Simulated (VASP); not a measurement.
Wanted: the native input for a VASP 6.6.1 run.

```yaml
Task: single point
Functional: PBE
Potentials_or_basis: VASP PAW PBE potentials, release 64 (Li_sv, H)
Cutoff: 520 eV
k_mesh: 4 × 4 × 4, shifted
Occupations: gaussian, width 0.01 eV
Spin: collinear spin
Dipole_correction: no
Further_INCAR_settings: LREAL = Auto; ALGO = Normal; EDIFF = 1e-07; NBANDS = 56
```

The structure of Li16H15 (a cell with a defect) lies in POSCAR:

```
Li16H15
1.0
   -4.0071000518      4.0071000518     -4.0071000518
    4.0071000518     -4.0071000518     -4.0071000518
   -4.0071000518     -4.0071000518      4.0071000518
Li H
16 15
Direct
    0.0064118122      0.2500000000      0.7564118122
    0.7500000000      0.2500000000      1.0000000000
    0.4935881878      0.2500000000      0.2435881878
    0.2500000000      0.0000000000      0.7500000000
    0.2500000000      0.2500000000      0.5000000000
    1.0000000000      1.0000000000      1.0000000000
    0.7500000000     -0.0064118122      0.2435881878
    0.5000000000      0.7500000000      0.7500000000
    0.4935881878     -0.0064118122      0.5000000000
    0.2500000000      0.7500000000      1.0000000000
    0.0000000000      0.7500000000      0.2500000000
    0.7500000000      0.5064118122      0.7564118122
    0.7500000000      0.7500000000      0.5000000000
    0.5000000000      0.5000000000      1.0000000000
    0.2500000000      0.5000000000      0.2500000000
    0.0064118122      0.5064118122      0.5000000000
    0.5001005437      0.2500000000      0.7498994563
    0.2500000000      0.2500000000      0.0000000000
   -0.0001005437      0.0001005437      0.5000000000
   -0.0001005437      0.2500000000      0.2501005437
    0.7500000000      0.0001005437      0.7498994563
    0.5001005437      0.0001005437      0.0002010875
    0.2500000000      0.7500000000      0.5000000000
    0.2502010875      0.0001005437      0.2501005437
   -0.0001005437      0.7497989125      0.7498994563
    0.7500000000      0.7500000000      0.0000000000
    0.5001005437      0.4998994563      0.5000000000
    0.5001005437      0.7502010875      0.2501005437
    0.2497989125      0.4998994563      0.7498994563
   -0.0001005437      0.4998994563     -0.0002010875
    0.7500000000      0.4998994563      0.2501005437
```

This cell differs from its parent crystal: atoms taken out, then relaxed in part.

One way to write it, as run:

INCAR

```
SYSTEM = Li16H15
ALGO = Normal
EDIFF = 1E-7
ENCUT = 520
GGA = PE
ISIF = 2
ISMEAR = 0
ISPIN = 2
LASPH = .True.
LCHARG = .False.
LORBIT = 11
LREAL = Auto
LWAVE = .False.
MAGMOM = 0.167 0 0.167 0 0 0 0.167 0 0.167 0 0 0.167 0 0 0 0.167 0 0 0 0 0 0 0 0 0 0 0 0 0 0 0
NBANDS = 56
NELM = 150
PREC = Accurate
SIGMA = 0.01
```

KPOINTS

```
Automatic mesh
0
Gamma
  4 4 4
  0.5 0.5 0.5
```

Potentials or basis: VASP PAW PBE potentials, release 64 (Li_sv, H).

Command:

```sh
$ cat potpaw_PBE.64/Li_sv/POTCAR potpaw_PBE.64/H/POTCAR > POTCAR
$ mpirun -np 1 vasp_std > vasp.out
```

Results of the run:

```json
{"Largest force": "0.010 eV/Å", "Band gap on the k mesh": "0.21 eV", "Net moment": "1.00 μB per cell", "Valence electrons inside the program's atomic spheres": "Li 2.08; H 0.55"}
```

Caveat: the cell differs from its parent crystal (atoms taken out, then relaxed in part).

Run time: 3.5 min on 1 thread of Intel(R) Xeon(R) 6975P-C (Granite Rapids), on a shared host, peak memory 0.54 GiB.
